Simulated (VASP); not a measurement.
Runs of VASP 6.6.1 on PbI2. The structure is that of space group P-3m1 (No. 164), or close to it. The cells are those of the table. 

```tsv
cell	gap on the mesh (eV)	pressure (GPa)	largest force (eV/Å)
a = 4.286, b = 4.286, c = 7.879 Å, angles 90.0, 90.0, 120.0°, 3 atoms	(b)	1.0	0.17
a = 4.809, b = 4.809, c = 6.261 Å, angles 90.0, 90.0, 120.0°, 3 atoms	2.09	1.1	0.14
a = 4.683, b = 4.683, c = 6.600 Å, angles 90.0, 90.0, 120.0°, 3 atoms	2.34	1.3	0.16
a = 4.617, b = 4.617, c = 6.790 Å, angles 90.0, 90.0, 120.0°, 3 atoms	(a)	1.3	0.15
a = 4.413, b = 4.413, c = 7.435 Å, angles 90.0, 90.0, 120.0°, 3 atoms	(c)	1.2	0.01
```

Alike in all rows: task single point; level r2SCAN; potentials or basis VASP PAW PBE potentials, release 64 (Pb_d, I); no spin polarisation; k mesh 6 × 6 × 4; cutoff (eV) 550; smearing gaussian 0.05 eV.

Question: Fill in the values left out.

Answer: (a) 2.51; (b) 2.71; (c) 2.80.

Caveats: the PAW data sets were made with another functional, which shifts forces and pressure a little; spin-orbit coupling is left out, which moves the levels of the heavy elements.

A k mesh can miss the band edges, and the runs leave out spin-orbit coupling on I, Pb.
